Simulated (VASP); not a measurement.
# TaRu (Cmmm) in VASP: a series of runs

TaRu is run at these levels: LDA; tasks: single point.

Everything below comes from runs of VASP 6.6.1. Logs are shortened: lines on timing, memory, paths and dates and some standing lists are left out, and cuts for length are marked.

## Step 1: The cell of the first run

It takes space group Cmmm (No. 65, orthorhombic). Conventional cell: a = 3.308 Å, b = 4.683 Å, c = 4.162 Å, α = 90.00°, β = 90.00°, γ = 90.00°. Within 3.5 Å of Ta (site symmetry mmm) lie 8 Ru at 2.66 to 3.13 Å and 6 Ta at 2.87 to 3.31 Å. Ru (site symmetry mmm) has 8 Ta at 2.66 to 3.13 Å and 6 Ru at 2.87 to 3.31 Å within 3.5 Å.

## Step 2: Single point, LDA

INCAR

```
PREC     = Accurate       # precision mode
ENCUT    = 520            # plane-wave cutoff, eV
EDIFF    = 1E-7           # SCF threshold, eV
ISMEAR   = 0              # smearing method
SIGMA    = 0.1            # smearing width, eV
LREAL    = False          # projectors in reciprocal space
LASPH    = True           # aspherical terms in the spheres
NELM     = 100            # most SCF steps
ALGO     = Normal         # electronic algorithm
ISIF     = 2              # what is computed and relaxed
LWAVE    = False          # write WAVECAR
LCHARG   = False          # write CHGCAR
NBANDS   = 20             # bands
```

KPOINTS

```
Automatic mesh
0
Gamma
  6 6 4
```

POSCAR

```
TaRu
1.0
    1.6541220000     -2.3416130000      0.0000000000
    1.6541220000      2.3416130000      0.0000000000
    0.0000000000      0.0000000000      4.1624230000
Ta Ru
1 1
Direct
    0.5000000000      0.5000000000      0.5000000000
    0.0000000000      0.0000000000      0.0000000000
```

Potentials or basis: VASP PAW LDA potentials, release 64 (Ta_pv, Ru_pv).

Launch:

```
$ cat potpaw_LDA.64/Ta_pv/POTCAR potpaw_LDA.64/Ru_pv/POTCAR > POTCAR
$ mpirun -np 1 vasp_std > vasp.out
```

OUTCAR:

```text
PREC = Accurate
   ENCUT = 520
   EDIFF = 1E-7
   ISMEAR = 0
   LREAL = False
   LASPH = True
   NELM = 100
   ISIF = 2

 ion  position               nearest neighbor table
   1  0.500  0.500  0.500-   2 2.66   2 2.66   2 2.66   2 2.66   2 3.13   2 3.13   2 3.13   2 3.13

   2  0.000  0.000  0.000-   1 2.66   1 2.66   1 2.66   1 2.66   1 3.13   1 3.13   1 3.13   1 3.13

  LATTYP: Found a base centered orthorhombic cell.
 ALAT       =     3.3082440000
 B/A-ratio  =     1.4156229105
 C/A-ratio  =     1.2581970979

  Lattice vectors:

 A1 = (   1.6541220000,  -2.3416130000,   0.0000000000)
 A2 = (   1.6541220000,   2.3416130000,   0.0000000000)
 A3 = (   0.0000000000,   0.0000000000,   4.1624230000)

Analysis of symmetry for initial positions (statically):
=====================================================================
 Subroutine PRICEL returns:
 Original cell was already a primitive cell.

 Routine SETGRP: Setting up the symmetry group for a
 base centered orthorhombic supercell.

 Subroutine GETGRP returns: Found  8 space group operations
 (whereof  8 operations were pure point group operations)
 out of a pool of  8 trial point group operations.

The static configuration has the point symmetry D_2h.

Analysis of symmetry for dynamics (positions and initial velocities):
=====================================================================
 Subroutine PRICEL returns:
 Original cell was already a primitive cell.

 Routine SETGRP: Setting up the symmetry group for a
 base centered orthorhombic supercell.

 Subroutine GETGRP returns: Found  8 space group operations
 (whereof  8 operations were pure point group operations)
 out of a pool of  8 trial point group operations.

The dynamic configuration has the point symmetry D_2h.

 Subroutine INISYM returns: Found  8 space group operations
 (whereof  8 operations are pure point group operations),
 and found     1 'primitive' translations

----------------------------------------------------------------------------------------

                                     Primitive cell

  volume of cell :      32.2447

  direct lattice vectors                    reciprocal lattice vectors
     1.654122000 -2.341613000  0.000000000     0.302275165 -0.213528025  0.000000000
     1.654122000  2.341613000  0.000000000     0.302275165  0.213528025  0.000000000
     0.000000000  0.000000000  4.162423000     0.000000000  0.000000000  0.240244684

  length of vectors
     2.866927106  2.866927106  4.162423000     0.370087142  0.370087142  0.240244684

  position of ions in fractional coordinates (direct lattice)
     0.500000000  0.500000000  0.500000000
     0.000000000  0.000000000  0.000000000

  ion indices of the primitive-cell ions
   primitive index   ion index
                 1           1
                 2           2

----------------------------------------------------------------------------------------

 KPOINTS: Automatic mesh

Automatic generation of k-mesh.
 Grid dimensions read from file:
 generate k-points for:    6    6    4

 Generating k-lattice:

  Cartesian coordinates                     Fractional coordinates (reciprocal lattice)
     0.050379194 -0.035588004  0.000000000     0.166666667  0.000000000  0.000000000
     0.050379194  0.035588004  0.000000000     0.000000000  0.166666667  0.000000000
     0.000000000  0.000000000  0.060061171     0.000000000  0.000000000  0.250000000

  Length of vectors
     0.061681190  0.061681190  0.060061171

  Shift w.r.t. Gamma in fractional coordinates (k-lattice)
     0.000000000  0.000000000  0.000000000

 Subroutine IBZKPT returns following result:
 ===========================================

 Found     39 irreducible k-points:

 Following reciprocal coordinates:
            Coordinates               Weight
  0.000000  0.000000  0.000000      1.000000
  0.166667  0.000000  0.000000      4.000000
  0.333333  0.000000  0.000000      4.000000
  0.500000  0.000000  0.000000      2.000000
  0.166667  0.166667  0.000000      2.000000
  0.333333  0.166667  0.000000      4.000000
[... 16 lines left out ...]
  0.333333  0.333333  0.250000      4.000000
  0.500000  0.333333  0.250000      8.000000
 [... further k-points ...]
   k-points           NKPTS =     39   k-points in BZ     NKDIM =     39   number of bands    NBANDS=     20
   number of dos      NEDOS =    301   number of ions     NIONS =      2
   total plane-waves  NPLWV =  18432
   dimension x,y,z NGX =    24 NGY =   24 NGZ =   32
   dimension x,y,z NGXF=    48 NGYF=   48 NGZF=   64
   ions per type =               1   1
   NGX,Y,Z   is equivalent  to a cutoff of  13.92, 13.92, 12.78 a.u.
   NGXF,Y,Z  is equivalent  to a cutoff of  27.83, 27.83, 25.56 a.u.
 SYSTEM =  unknown system
   PREC   = accura    normal or accurate (medium, high low for compatibility)
   ISTART =      0    job   : 0-new  1-cont  2-samecut
   ICHARG =      2    charge: 1-file 2-atom 10-const
   ISPIN  =      1    spin polarized calculation?
   LNONCOLLINEAR =      F non collinear calculations
   LSORBIT =      F    spin-orbit coupling
   LASPH  =      T    aspherical Exc in radial PAW
   ENCUT  =  520.0 eV  38.22 Ry    6.18 a.u.   5.33  5.33  7.74*2*pi/ulx,y,z
   NELM   =    100;   NELMIN=  2; NELMDL= -5     # of ELM steps
   EDIFF  = 0.1E-06   stopping-criterion for ELM
   LREAL  =      F    real-space projection
   EDIFFG = 0.1E-05   stopping-criterion for IOM
   NSW    =      0    number of steps for IOM
   IBRION =     -1    ionic relax: 0-MD 1-quasi-New 2-CG
   NFREE  =      0    steps in history (QN), initial steepest desc. (CG)
   ISIF   =      2    stress and relaxation
   ISYM   =      2    0-nonsym 1-usesym 2-fastsym
   POTIM  = 0.5000    time-step for ionic-motion
   TEBEG  =    0.0;   TEEND  =   0.0 temperature during run
   PSTRESS=    0.0 pullay stress
   NELECT =      25.0000    total number of electrons
   NUPDOWN=      -1.0000    fix difference up-down
   EMIN   =  10.00;   EMAX   =-10.00  energy-range for DOS
   EFERMI =   0.00;   METHOD = LEGACY
   ISMEAR =     0;   SIGMA  =   0.10  broadening in eV -4-tet -1-fermi 0-gaus
   EFERMI_NEDOS =   21; number of points for ismear=-14 and -15
   IALGO  =     38    algorithm
   IMIX   =      4    mixing-type and parameters
     AMIX     =   0.40;   BMIX     =  1.00
     AMIX_MAG =   1.60;   BMIX_MAG =  1.00
  volume/ion in A,a.u.               =      16.12       108.80
  Fermi-wavevector in a.u.,A,eV,Ry     =   1.503956  2.842065 30.774807  2.261884
  Thomas-Fermi vector in A             =   2.614999
   LORBIT       =      0    0 simple, 1 ext, 2 COOP (PROOUT), +10 PAW based schemes
   GGA     = CA    functional components
   LHFCALC =     F    Hartree Fock is set to
   AEXX    =    0.0000 exact exchange contribution
   IVDW    =     0    specifies the selected vdW correction
   LEPSILON=     F    determine dielectric tensor
   LRPA    =     F    only Hartree local field effects (RPA)
 non-spin polarized calculation
 Gauss-broadening in eV      SIGMA  =   0.10
  energy-cutoff  :      520.00
  volume of cell :       32.24
 maximum number of plane-waves:       881
 NGX is ok and might be reduce to    24
   NGX = 11   NGY = 11   NGZ = 15

 number of electron      24.9999997 magnetization

 Free energy of the ion-electron system (eV)
  ---------------------------------------------------
  ext. energy  EPLUGINS =         0.00000000
  ---------------------------------------------------
  free energy    TOTEN  =       -23.65417225 eV

  energy without entropy =      -23.63877643  energy(sigma->0) =      -23.64647434

 E-fermi :   8.5977     XC(G=0): -13.3611

 val. band max:        8.5522049558   @ k =   0.3333   0.1667   0.2500
 cond. band min:       8.6171030253   @ k =   0.0000   0.0000   0.5000
 fundamental gap:      0.0648980695
 Fermi energy:         8.5976733349

 k-point     1 :       0.0000    0.0000    0.0000
  band No.  band energies     occupation
      1     -34.0331      2.00000
      2     -33.7740      2.00000
      3     -33.6105      2.00000
      4     -25.7515      2.00000
      5     -25.3405      2.00000
      6     -25.2045      2.00000
[... 12 lines left out ...]
     19      19.0666      0.00000
     20      19.9193      0.00000

 k-point     2 :       0.1667    0.0000    0.0000
  band No.  band energies     occupation
      1     -34.0172      2.00000
      2     -33.8181      2.00000
      3     -33.6471      2.00000
      4     -25.7441      2.00000
      5     -25.5153      2.00000
      6     -25.2667      2.00000
[... 12 lines left out ...]
     19      19.0622      0.00000
     20      19.5429      0.00000

 k-point     3 :       0.3333    0.0000    0.0000
  band No.  band energies     occupation
      1     -33.9853      2.00000
      2     -33.9443      2.00000
      3     -33.6801      2.00000
      4     -25.9351      2.00000
      5     -25.7294      2.00000
      6     -25.2989      2.00000
[... 12 lines left out ...]
     19      19.0678      0.00000
     20      19.5814      0.00000

 k-point     4 :       0.5000    0.0000    0.0000
  band No.  band energies     occupation
      1     -34.0151      2.00000
      2     -33.9692      2.00000
      3     -33.6877      2.00000
      4     -26.1401      2.00000
      5     -25.7220      2.00000
      6     -25.3102      2.00000
[... 12 lines left out ...]
     19      19.0635      0.00000
     20      19.7956      0.00000

 k-point     5 :       0.1667    0.1667    0.0000
  band No.  band energies     occupation
      1     -33.9949      2.00000
      2     -33.8586      2.00000
      3     -33.7008      2.00000
      4     -25.7468      2.00000
      5     -25.6209      2.00000
      6     -25.4489      2.00000
[... 12 lines left out ...]
     19      18.2944      0.00000
     20      19.0703      0.00000
[... 353 lines left out ...]
      6     -25.4426      2.00000
[... 12 lines left out ...]
     19      19.0669      0.00000
     20      20.2406      0.00000

 k-point    22 :      -0.1667    0.1667    0.2500
  band No.  band energies     occupation
      1     -34.0023      2.00000
      2     -33.8110      2.00000
      3     -33.7056      2.00000
      4     -25.7534      2.00000
      5     -25.4644      2.00000
      6     -25.4545      2.00000
[... 12 lines left out ...]
     19      19.0678      0.00000
     20      21.3416      0.00000

 k-point    23 :       0.3333    0.3333    0.2500
  band No.  band energies     occupation
      1     -33.9663      2.00000
      2     -33.9423      2.00000
      3     -33.8875      2.00000
      4     -25.9419      2.00000
      5     -25.8035      2.00000
      6     -25.6592      2.00000
[... 12 lines left out ...]
     19      17.4833      0.00000
     20      19.1101      0.00000

 k-point    24 :       0.5000    0.3333    0.2500
  band No.  band energies     occupation
      1     -33.9720      2.00000
      2     -33.9571      2.00000
      3     -33.8929      2.00000
      4     -26.0971      2.00000
      5     -25.7294      2.00000
      6     -25.6434      2.00000
[... 12 lines left out ...]
     19      18.1790      0.00000
     20      18.8722      0.00000

 [... further k-points ...]
[... 5 lines left out ...]
  --------------------------------------------------------------------------------------
  -------------------------------------------------------------------------------------
  Total       -2.2870046     -2.6581214     -2.7857790      0.0000000      0.0000000      0.0000000
  in kB     -113.6367390   -132.0767980   -138.4198505      0.0000000      0.0000000      0.0000000
  external PRESSURE =    -128.0444625 kB  Pullay stress =       0.0000000 kB

 VOLUME and BASIS-vectors are now :
 -----------------------------------------------------------------------------
  energy-cutoff  :      520.00
  volume of cell :       32.24
      direct lattice vectors                 reciprocal lattice vectors
     1.654122000 -2.341613000  0.000000000     0.302275165 -0.213528025  0.000000000
     1.654122000  2.341613000  0.000000000     0.302275165  0.213528025  0.000000000
     0.000000000  0.000000000  4.162423000     0.000000000  0.000000000  0.240244684

 POSITION                                       TOTAL-FORCE (eV/Angst)
 -----------------------------------------------------------------------------------
      1.65412      0.00000      2.08121        -0.000000      0.000000      0.000000
      0.00000      0.00000      0.00000         0.000000      0.000000      0.000000
 -----------------------------------------------------------------------------------
    total drift:                                0.000000     -0.000000      0.000000

  FREE ENERGIE OF THE ION-ELECTRON SYSTEM (eV)
  ---------------------------------------------------
  free  energy   TOTEN  =       -23.6541722489 eV

  energy  without entropy=      -23.6387764349  energy(sigma->0) =      -23.64647434
```

It took 15 s on 1 thread of Intel Xeon Platinum 8259CL at 2.50GHz (Skylake/Cascade Lake), shared host; peak memory 0.15 GiB.

What came out:

- Free energy: -23.6542 eV
- Pressure: -12.8 GPa

Stress tensor (GPa, compression positive):
```
-11.36   0.00   0.00
  0.00 -13.21   0.00
  0.00   0.00 -13.84
```

Levels at points of the mesh, in eV from the Fermi level:
```tsv
k point	band 10	band 11	band 12	band 13	band 14	band 15	band 16	band 17
(0.00, 0.00, 0.00)	-2.68	-1.62	-0.37	-0.36	0.95	2.54	3.44	3.62
(0.50, 0.00, 0.00)	-2.62	-1.91	-1.53	-0.76	0.03	2.77	3.46	3.82
(0.50, 0.50, 0.00)	-4.11	0.60	1.11	1.84	3.01	3.98	5.23	6.45
(0.00, 0.00, 0.50)	-1.88	-1.41	-1.02	-0.71	-0.52	0.02	2.30	2.47
(0.50, 0.00, 0.50)	-3.09	-0.29	0.55	0.97	1.30	2.31	3.56	3.94
(0.50, 0.50, 0.50)	-2.95	-2.05	-1.11	0.11	1.16	1.69	6.33	6.87
```

Caveat: the k points lie up to 0.39 Å⁻¹ apart; spin-orbit coupling is left out, which moves the levels of the heavy elements.

## Step 3: Single point, LDA

INCAR

```
PREC     = Accurate       # precision mode
ENCUT    = 600            # plane-wave cutoff, eV
EDIFF    = 1E-6           # SCF threshold, eV
ISMEAR   = 0              # smearing method
SIGMA    = 0.1            # smearing width, eV
LREAL    = False          # projectors in reciprocal space
LASPH    = True           # aspherical terms in the spheres
NELM     = 120            # most SCF steps
ALGO     = Normal         # electronic algorithm
ISIF     = 2              # what is computed and relaxed
LWAVE    = False          # write WAVECAR
LCHARG   = False          # write CHGCAR
NBANDS   = 22             # bands
GGA_COMPAT= False
```

KPOINTS is that of step 2.

POSCAR is that of step 2.

Potentials or basis: VASP PAW LDA potentials, release 64 (Ta_sv_GW, Ru_sv).

Launch:

```
$ cat potpaw_LDA.64/Ta_sv_GW/POTCAR potpaw_LDA.64/Ru_sv/POTCAR > POTCAR
$ mpirun -np 1 vasp_std > vasp.out
```

Run time: 48 s. Hardware: 1 thread of AMD EPYC 7R43 (Zen 3), shared host; peak memory 0.14 GiB.

It converged, with:

```yaml
Free_energy: -26.1543 eV
Pressure: -13.2 GPa
```

Stress tensor (GPa, compression positive):
```
-11.79   0.00   0.00
  0.00 -13.52   0.00
  0.00   0.00 -14.35
```

Levels at points of the mesh, in eV from the Fermi level:
| k point | band 11 | band 12 | band 13 | band 14 | band 15 | band 16 | band 17 | band 18 | band 19 | band 20 |
| --- | --- | --- | --- | --- | --- | --- | --- | --- | --- | --- |
| (0.00, 0.00, 0.00) | -3.65 | -2.68 | -1.62 | -0.37 | -0.36 | 0.95 | 2.55 | 3.44 | 3.62 | 5.98 |
| (0.50, 0.00, 0.00) | -3.04 | -2.62 | -1.90 | -1.53 | -0.75 | 0.03 | 2.77 | 3.46 | 3.82 | 7.89 |
| (0.50, 0.50, 0.00) | -5.10 | -4.11 | 0.61 | 1.11 | 1.84 | 3.01 | 3.99 | 5.23 | 6.44 | 7.59 |
| (0.00, 0.00, 0.50) | -3.01 | -1.88 | -1.41 | -1.02 | -0.71 | -0.52 | 0.02 | 2.30 | 2.47 | 3.16 |
| (0.50, 0.00, 0.50) | -3.43 | -3.09 | -0.29 | 0.54 | 0.97 | 1.31 | 2.31 | 3.56 | 3.94 | 6.12 |
| (0.50, 0.50, 0.50) | -3.60 | -2.95 | -2.05 | -1.11 | 0.11 | 1.16 | 1.69 | 6.33 | 6.87 | 7.52 |

Caveat: the k points lie up to 0.39 Å⁻¹ apart; spin-orbit coupling is left out, which moves the levels of the heavy elements.
